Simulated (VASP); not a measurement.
Wanted: the native input for a VASP 6.6.1 run.

| Property | Result |
| --- | --- |
| Task | single point |
| Functional | PBE |
| Potentials or basis | VASP PAW PBE potentials, release 64 (Zn, O) |
| Cutoff | 520 eV |
| k mesh | 8 × 8 × 10 |
| Occupations | gaussian, width 0.1 eV |
| Spin | no spin polarisation |
| Dipole correction | no |
| Further INCAR settings | ALGO = Normal; EDIFF = 1e-06; NBANDS = 35 |

The structure of Zn4O lies in POSCAR:

```
Zn4O
1.0
    3.4453806409     -3.5585174558      0.0518075363
    3.4453806409      3.5585174558      0.0518075363
   -0.0428580059      0.0000000000      2.8823277884
Zn O
4 1
Direct
    0.6951305804      0.3048694196      0.0000000000
    0.2369417884      0.2369417884      0.4999683609
    0.7630582116      0.7630582116      0.5000316391
    0.3048694196      0.6951305804      0.0000000000
    0.0000000000      0.0000000000      0.0000000000
```

These files were run (other wordings do the same):

INCAR

```
SYSTEM = Zn4O
PREC = Accurate
ENCUT = 520
EDIFF = 1E-6
ISMEAR = 0
SIGMA = 0.1
LREAL = .False.
LASPH = .True.
NELM = 100
ALGO = Normal
ISIF = 2
LWAVE = .False.
LCHARG = .False.
GGA = PE
NBANDS = 35
```

KPOINTS

```
regular mesh
0
Gamma
  8 8 10
  0 0 0
```

Potentials or basis: VASP PAW PBE potentials, release 64 (Zn, O).

The run is started by

```console
$ cat potpaw_PBE.64/Zn/POTCAR potpaw_PBE.64/O/POTCAR > POTCAR
$ mpirun -np 1 vasp_std > vasp.out
```

It gave:

* Pressure: 0.4 GPa
* Largest force: 0.029 eV/Å
* Band gap on the k mesh: zero (band 27 reaches 4.40 eV, above the bottom of band 28 at 2.00 eV)

It took 5.5 min on 1 thread of Intel(R) Xeon(R) Platinum 8259CL CPU @ 2.50GHz (Skylake/Cascade Lake) (shared host), peak memory 0.45 GiB.
